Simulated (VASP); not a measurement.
Write the native input for VASP 6.6.1 that does the following.

```
Task                   : single point
Functional             : PBE
Potentials or basis    : VASP PAW PBE potentials, release 64 (Mn_sv, S)
Cutoff                 : 680 eV
k mesh                 : 9 × 9 × 9
Occupations            : gaussian, width 0.014 eV
Spin                   : collinear spin, ferromagnetic start
Starting moments       : [4.0, 0.0] μB
Dipole correction      : no
Further INCAR settings : ALGO = Normal; EDIFF = 1e-06; NBANDS = 22
```

The structure of MnS lies in POSCAR:

```
MnS
1.0
    0.0000000000      2.4734634191      2.4734634191
    2.4734634191      0.0000000000      2.4734634191
    2.4734634191      2.4734634191      0.0000000000
Mn S
1 1
Direct
    0.0000000000      0.0000000000      0.0000000000
    0.7500000000      0.7500000000      0.7500000000
```

The input as run:

INCAR

```
SYSTEM = MnS
ALGO = Normal ; EDIFF = 1E-6
ENCUT = 680 ; GGA = PE
GGA_COMPAT = .FALSE. ; ISIF = 2
ISMEAR = 0 ; ISPIN = 2
LASPH = .TRUE. ; LCHARG = .FALSE.
LMAXMIX = 4 ; LORBIT = 11
LREAL = .FALSE. ; LWAVE = .FALSE.
MAGMOM = 4 0 ; NBANDS = 22
NELM = 200 ; PREC = Accurate
SIGMA = 0.014
```

KPOINTS

```
k-points
0
G
  9 9 9
  0 0 0
```

Potentials or basis: VASP PAW PBE potentials, release 64 (Mn_sv, S).

The run is started by

```sh
$ cat potpaw_PBE.64/Mn_sv/POTCAR potpaw_PBE.64/S/POTCAR > POTCAR
$ mpirun -np 1 vasp_std > vasp.out
```

It gave:

| Item | Value |
| --- | --- |
| Pressure | 2.1 GPa |
| Band gap on the k mesh | zero (filled and empty bands overlap) |
| Net moment | 1.03 μB per cell |
| Site moments | Mn +0.79; S -0.04 μB |
| Valence electrons inside the program's atomic spheres | Mn 13.13; S 3.75 |

Caveat: a cell with one magnetic atom can't hold antiferromagnetic order, which such compounds often take; semilocal functionals often make such compounds metallic where correlation or magnetic order opens a gap, which also shifts bond lengths.

It took 16 min on 1 thread of Intel(R) Xeon(R) Platinum 8375C CPU @ 2.90GHz (Ice Lake) (shared host), peak memory 0.22 GiB.
